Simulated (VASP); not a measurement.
# HfB2 (P6/mmm) in VASP: notebook, part 3 of 3

VASP 6.6.1.

## (5) Electric field gradients, PBE (equal xx and yy strain of +1 %)

The input, INCAR:

```
SYSTEM = HfB2
PREC     = Accurate       ! precision mode
ENCUT    = 420            ! plane-wave cutoff, eV
EDIFF    = 1E-8           ! SCF threshold, eV
ISMEAR   = -1             ! smearing method
SIGMA    = 0.05           ! smearing width, eV
LREAL    = .False.        ! projectors in reciprocal space
LASPH    = .True.         ! aspherical terms in the spheres
NELM     = 120            ! most SCF steps
ALGO     = Normal         ! electronic algorithm
ISIF     = 2              ! what is computed and relaxed
LWAVE    = .False.        ! write WAVECAR
LCHARG   = .False.        ! write CHGCAR
GGA      = PE             ! functional
LEFG     = .True.       
NBANDS   = 15             ! bands
GGA_COMPAT= .False.
```

The input, KPOINTS:

```
regular mesh
0
Gamma
  13 13 11
  0 0 0
```

The input, POSCAR:

```
HfB2
1.0
    3.1714001015      0.0000000000      0.0000000000
   -1.5857000508      2.7465130534      0.0000000000
    0.0000000000      0.0000000000      3.4800000000
Hf B
1 2
Direct
    0.0000000000      0.0000000000      0.0000000000
    0.3333333333      0.6666666667      0.5000000000
    0.6666666667      0.3333333333      0.5000000000
```

Potentials or basis: VASP PAW PBE potentials, release 64 (Hf_pv, B).

On the command line:

```bash
> cat potpaw_PBE.64/Hf_pv/POTCAR potpaw_PBE.64/B/POTCAR > POTCAR
> mpirun -np 1 vasp_std > vasp.out
```

OUTCAR:

```text
SYSTEM = HfB2
   PREC = Accurate
   ENCUT = 420
   EDIFF = 1E-8
   ISMEAR = -1
   LREAL = .False.
   LASPH = .True.
   NELM = 120
   ISIF = 2
   GGA = PE

 ion  position               nearest neighbor table
   1  0.000  0.000  0.000-   2 2.53   3 2.53   2 2.53   3 2.53   2 2.53   2 2.53   3 2.53   3 2.53
                             3 2.53   3 2.53   2 2.53   2 2.53
   2  0.333  0.667  0.500-   3 1.83   3 1.83   3 1.83   1 2.53   1 2.53   1 2.53   1 2.53   1 2.53
                             1 2.53
   3  0.667  0.333  0.500-   2 1.83   2 1.83   2 1.83   1 2.53   1 2.53   1 2.53   1 2.53   1 2.53
                             1 2.53

  LATTYP: Found a hexagonal cell.
 ALAT       =     3.1714001015
 C/A-ratio  =     1.0973071478

  Lattice vectors:

 A1 = (   3.1714001015,   0.0000000000,   0.0000000000)
 A2 = (  -1.5857000508,   2.7465130534,   0.0000000000)
 A3 = (   0.0000000000,   0.0000000000,   3.4800000000)

Analysis of symmetry for initial positions (statically):
=====================================================================
[... 634 lines left out ...]
 POSITION                                       TOTAL-FORCE (eV/Angst)
 -----------------------------------------------------------------------------------
      0.00000      0.00000      0.00000        -0.000000      0.000000     -0.000000
     -0.00000      1.83101      1.74000        -0.000000      0.000000      0.000000
      1.58570      0.91550      1.74000         0.000000     -0.000000     -0.000000
 -----------------------------------------------------------------------------------
    total drift:                               -0.000000      0.000000      0.000000

  FREE ENERGIE OF THE ION-ELECTRON SYSTEM (eV)
  ---------------------------------------------------
  free  energy   TOTEN  =       -26.3919430915 eV

  energy  without entropy=      -26.3900844265  energy(sigma->0) =      -26.39101376

 Electric field gradients (V/A^2)
---------------------------------------------------------------------
 ion       V_xx      V_yy      V_zz      V_xy      V_xz      V_yz
---------------------------------------------------------------------
   1     -36.435   -36.435    72.869     0.000     0.000     0.000
   2      -0.475    -0.475     0.950    -0.000     0.000     0.000
   3      -0.475    -0.475     0.950    -0.000     0.000     0.000
---------------------------------------------------------------------

 Electric field gradients after diagonalization (V/A^2)
 (convention: |V_zz| > |V_xx| > |V_yy|)
----------------------------------------------------------------------
 ion       V_xx      V_yy      V_zz     asymmetry (V_yy - V_xx)/ V_zz
----------------------------------------------------------------------
   1     -36.435   -36.434    72.869       0.000
   2      -0.475    -0.475     0.950       0.000
   3      -0.475    -0.475     0.950       0.000
----------------------------------------------------------------------

           NMR quadrupolar parameters

 Cq : quadrupolar parameter    Cq=e*Q*V_zz/h
 eta: asymmetry parameters     (V_yy - V_xx)/ V_zz
 Q  : nuclear electric quadrupole moment in mb (millibarn)
----------------------------------------------------------------------
 ion       Cq(MHz)       eta       Q (mb)
----------------------------------------------------------------------
   1       0.176       0.000       1.000
   2       0.002       0.000       1.000
   3       0.002       0.000       1.000
----------------------------------------------------------------------
```

Run time: 14 s. Hardware: 1 thread of Intel Xeon 6975P-C (Granite Rapids), shared host; peak memory 0.16 GiB.

What came out:

```yaml
Free_energy: -26.3919 eV
Pressure: -4.1 GPa
Band_gap_on_the_k_mesh: zero (band 8 reaches 8.05 eV, above the bottom of band 9 at 7.15 eV)
```

Electric field gradients, principal values (V/Å²):
```csv
atom,least,middle,greatest (by size)
1 Hf,-36.434,-36.435,72.869
2 B,-0.475,-0.475,0.950
3 B,-0.475,-0.475,0.950
```

Caveat: the cell differs from its parent crystal (equal xx and yy strain of +1 %); without QUAD_EFG the Cq values of the log hold for a quadrupole moment of 1 mb, not for the nuclei; spin-orbit coupling is left out, which moves the levels of the heavy elements.

## (6) Electric field gradients, PBE (equal xx and yy strain of +1 %)

The input, INCAR:

```
ALGO     = Normal         # electronic algorithm
EDIFF    = 1E-8           # SCF threshold, eV
ENCUT    = 420            # plane-wave cutoff, eV
GGA      = PE             # functional
GGA_COMPAT= F            
ISIF     = 2              # what is computed and relaxed
ISMEAR   = -1             # smearing method
LASPH    = T              # aspherical terms in the spheres
LCHARG   = F              # write CHGCAR
LEFG     = T            
LREAL    = F              # projectors in reciprocal space
LWAVE    = F              # write WAVECAR
NBANDS   = 15             # bands
NELM     = 120            # most SCF steps
PREC     = Accurate       # precision mode
SIGMA    = 0.05           # smearing width, eV
```

The input, KPOINTS:

```
k-points
0
Gamma
  13 13 11
```

POSCAR is that of step 5.

Potentials or basis: VASP PAW PBE potentials, release 64 (Hf_pv, B).

On the command line:

```bash
> cat potpaw_PBE.64/Hf_pv/POTCAR potpaw_PBE.64/B/POTCAR > POTCAR
> mpirun -np 1 vasp_std > vasp.out
```

OUTCAR:

```text
EDIFF = 1E-8
   ENCUT = 420
   GGA = PE
   ISIF = 2
   ISMEAR = -1
   LASPH = T
   LREAL = F
   NELM = 120
   PREC = Accurate

 ion  position               nearest neighbor table
   1  0.000  0.000  0.000-   2 2.53   3 2.53   2 2.53   3 2.53   2 2.53   2 2.53   3 2.53   3 2.53
                             3 2.53   3 2.53   2 2.53   2 2.53
   2  0.333  0.667  0.500-   3 1.83   3 1.83   3 1.83   1 2.53   1 2.53   1 2.53   1 2.53   1 2.53
                             1 2.53
   3  0.667  0.333  0.500-   2 1.83   2 1.83   2 1.83   1 2.53   1 2.53   1 2.53   1 2.53   1 2.53
                             1 2.53

  LATTYP: Found a hexagonal cell.
[... 660 lines left out ...]
---------------------------------------------------------------------
 ion       V_xx      V_yy      V_zz      V_xy      V_xz      V_yz
---------------------------------------------------------------------
   1     -36.435   -36.435    72.869     0.000     0.000     0.000
   2      -0.475    -0.475     0.950    -0.000     0.000     0.000
   3      -0.475    -0.475     0.950    -0.000     0.000     0.000
---------------------------------------------------------------------

 Electric field gradients after diagonalization (V/A^2)
 (convention: |V_zz| > |V_xx| > |V_yy|)
----------------------------------------------------------------------
 ion       V_xx      V_yy      V_zz     asymmetry (V_yy - V_xx)/ V_zz
----------------------------------------------------------------------
   1     -36.435   -36.434    72.869       0.000
   2      -0.475    -0.475     0.950       0.000
   3      -0.475    -0.475     0.950       0.000
----------------------------------------------------------------------

           NMR quadrupolar parameters

 Cq : quadrupolar parameter    Cq=e*Q*V_zz/h
 eta: asymmetry parameters     (V_yy - V_xx)/ V_zz
 Q  : nuclear electric quadrupole moment in mb (millibarn)
----------------------------------------------------------------------
 ion       Cq(MHz)       eta       Q (mb)
----------------------------------------------------------------------
   1       0.176       0.000       1.000
   2       0.002       0.000       1.000
   3       0.002       0.000       1.000
----------------------------------------------------------------------
```

OSZICAR:

```text
N       E                     dE             d eps       ncg     rms          rms(c)
DAV:   1     0.213539974538E+02    0.21354E+02   -0.70008E+03  3788   0.853E+02
DAV:   2    -0.274262212340E+02   -0.48780E+02   -0.46074E+02  5034   0.196E+02
DAV:   3    -0.287014648285E+02   -0.12752E+01   -0.12696E+01  4831   0.237E+01
DAV:   4    -0.287066034661E+02   -0.51386E-02   -0.51376E-02  4578   0.188E+00
DAV:   5    -0.287066360586E+02   -0.32592E-04   -0.32591E-04  4760   0.130E-01    0.511E+01
DAV:   6    -0.265046217651E+02    0.22020E+01   -0.27584E+00  4578   0.118E+01    0.374E+01
DAV:   7    -0.264538772432E+02    0.50745E-01   -0.90089E-01  4858   0.692E+00    0.115E+01
DAV:   8    -0.263959142387E+02    0.57963E-01   -0.22346E-01  4445   0.350E+00    0.156E+00
DAV:   9    -0.263920908033E+02    0.38234E-02   -0.17786E-02  4410   0.106E+00    0.356E-01
DAV:  10    -0.263919381050E+02    0.15270E-03   -0.69271E-04  4837   0.214E-01    0.251E-01
DAV:  11    -0.263919455113E+02   -0.74062E-05   -0.48016E-05  4606   0.520E-02    0.963E-02
DAV:  12    -0.263919430001E+02    0.25112E-05   -0.31590E-06  4641   0.130E-02    0.115E-02
DAV:  13    -0.263919430893E+02   -0.89155E-07   -0.21676E-07  4697   0.366E-03    0.283E-03
DAV:  14    -0.263919430915E+02   -0.21723E-08   -0.17921E-08  4017   0.111E-03
   1 F= -.26391943E+02 E0= -.26391014E+02  d E =-.185866E-02
```

Wall time 14 s (1 thread of Intel Xeon 6975P-C (Granite Rapids), shared host); peak memory 0.17 GiB.

Results:

- Free energy: -26.3919 eV
- Pressure: -4.1 GPa
- Band gap on the k mesh: zero (band 8 reaches 8.05 eV, above the bottom of band 9 at 7.15 eV)

Levels at points of the mesh, in eV from the Fermi level:
```
           k point  band 5  band 6  band 7  band 8  band 9  band 10  band 11  band 12
(0.00, 0.00, 0.00)   -3.03   -3.03   -3.01   -2.80    3.82     3.82     4.54     4.54
```

Electric field gradients, principal values (V/Å²):
| atom | least | middle | greatest (by size) |
| --- | --- | --- | --- |
| 1 Hf | -36.434 | -36.435 | 72.869 |
| 2 B | -0.475 | -0.475 | 0.950 |
| 3 B | -0.475 | -0.475 | 0.950 |

Caveat: the cell differs from its parent crystal (equal xx and yy strain of +1 %); without QUAD_EFG the Cq values of the log hold for a quadrupole moment of 1 mb, not for the nuclei; spin-orbit coupling is left out, which moves the levels of the heavy elements.

## (7) Summary

| cell | cutoff (eV) | gap on the mesh (eV) | pressure (GPa) |
| --- | --- | --- | --- |
| a = 3.140, b = 3.140, c = 3.376 Å, angles 90.0, 90.0, 120.0°, 3 atoms | 520 | none | 8.8 |
| a = 3.077, b = 3.077, c = 3.480 Å, angles 90.0, 90.0, 120.0°, 3 atoms | 420 | none | 12.7 |
| a = 3.171, b = 3.171, c = 3.480 Å, angles 90.0, 90.0, 120.0°, 3 atoms | 420 | none | -4.1 |

Alike in all rows: task electric field gradients; level PBE; potentials or basis VASP PAW PBE potentials, release 64 (Hf_pv, B); no spin polarisation; k mesh 13 × 13 × 11; smearing fermi-dirac 0.05 eV.

Caveats: spin-orbit coupling is left out, which moves the levels of the heavy elements.

Absolute energies hang on the potentials; compare differences alone.
